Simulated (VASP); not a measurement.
A run of VASP 6.6.1 is set up as follows.

The input INCAR:

```
SYSTEM = NaF
PREC = Accurate ; ENCUT = 520
EDIFF = 1E-7 ; ISMEAR = 0
SIGMA = 0.05 ; LREAL = .False.
LASPH = .True. ; NELM = 80
ALGO = Normal ; ISIF = 2
LWAVE = .False. ; LCHARG = .False.
GGA = PE ; NBANDS = 14
```

KPOINTS

```
Automatic mesh
0
Gamma
  8 8 8
  0 0 0
```

Contents of POSCAR:

```
NaF
1.0
    0.0000000000      2.3929990000      2.3581495000
    2.3929990000      0.0000000000      2.3581495000
    2.3929990000      2.3929990000      0.0000000000
Na F
1 1
Direct
    0.0000000000      0.0000000000      0.0000000000
    0.5000000000      0.5000000000      0.5000000000
```

Potentials or basis: VASP PAW PBE potentials, release 64 (Na_pv, F).

Launch:

```bash
$ cat potpaw_PBE.64/Na_pv/POTCAR potpaw_PBE.64/F/POTCAR > POTCAR
$ mpirun -np 1 vasp_std > vasp.out
```

Question: Predict the band gap on the k mesh.

Answer: 5.88 eV, direct.

Question: Estimate the pressure.

Answer: -1.7 GPa.

Stress tensor (GPa, compression positive):
```
-2.00  0.00  0.00
 0.00 -2.00  0.00
 0.00  0.00 -1.17
```

Caveat: the cell differs from its parent crystal (strain +0.030 along x and y, +0.015 along z).
